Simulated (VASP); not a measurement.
A run of VASP 6.6.1:

The input INCAR:

```
SYSTEM = Mg4O
  ALGO = Normal
  EDIFF = 1E-6
  ENCUT = 520
  GGA = PE
  ISIF = 2
  ISMEAR = 0
  LASPH = .True.
  LCHARG = .True.
  LELF = .True.
  LREAL = .False.
  LVHAR = .True.
  LWAVE = .False.
  NBANDS = 15
  NELM = 60
  PREC = Accurate
  SIGMA = 0.1
```

The input KPOINTS:

```
k-points
0
Gamma
  4 4 4
  0 0 0
```

POSCAR

```
Mg4O
1.0
    4.4215796633      0.0000000000      0.0000000000
    0.0000000000      4.4215796633      0.0000000000
    0.0000000000      0.0000000000      4.4215796633
Mg O
4 1
Direct
    0.0000000000      0.5000000000      0.5000000000
    0.5000000000      0.5000000000      0.0000000000
    0.5000000000      0.0000000000      0.5000000000
    0.0000000000      0.0000000000      0.0000000000
    0.5000000000      0.5000000000      0.5000000000
```

Potentials or basis: VASP PAW PBE potentials, release 64 (Mg, O).

Launch:

```bash
$ cat potpaw_PBE.64/Mg/POTCAR potpaw_PBE.64/O/POTCAR > POTCAR
$ mpirun -np 1 vasp_std > vasp.out
```

Hardware: 1 thread of AMD EPYC 7R13 Processor (Zen 3), on a shared host.

Problem. Estimate the wall time of this run.

Solution. Wall time 18 s on 1 thread of AMD EPYC 7R13 Processor (Zen 3), on a shared host, peak memory 0.17 GiB. Counts: scf iterations 13, k points 10.
